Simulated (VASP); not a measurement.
## SnTe: single point with PBEsol

The system is SnTe.

```
CELL_PARAMETERS angstrom
0.00000 3.61115 3.61115
3.61115 0.00000 3.61115
3.61115 3.61115 0.00000
ATOMIC_POSITIONS crystal
Sn 0.00000 0.00000 0.00000
Te 0.25000 0.25000 0.25000
```

```yaml
Program: VASP 6.6.1
Task: single point
Functional: PBEsol
Potentials_or_basis: VASP PAW PBE potentials, release 64 (Sn_d, Te)
Cutoff: 500 eV
k_mesh: 5 × 5 × 5
Occupations: gaussian, width 0.01 eV
Spin: no spin polarisation
Dipole_correction: no
Further_INCAR_settings: ALGO = Normal; EDIFF = 1e-06; NBANDS = 17
```

* Pressure: -1.4 GPa
* Band gap on the k mesh: 0.36 eV (least direct gap 0.81 eV)

Levels at points of the mesh, in eV from the valence-band top:
| k point | band 7 | band 8 | band 9 | band 10 | band 11 | band 12 | band 13 | band 14 |
| --- | --- | --- | --- | --- | --- | --- | --- | --- |
| (0.00, 0.00, 0.00) | -4.97 | -1.68 | -1.68 | -1.68 | 1.24 | 1.24 | 1.24 | 4.23 |

Run time: 15 s on 1 thread of AMD EPYC 7R13 Processor (Zen 3), on a shared host, peak memory 0.21 GiB.

Caveat: the PAW data sets were made with another functional, which shifts forces and pressure a little; spin-orbit coupling is left out, which moves the levels of the heavy elements; an odd mesh through Γ misses points on the zone boundary, where band edges can lie.
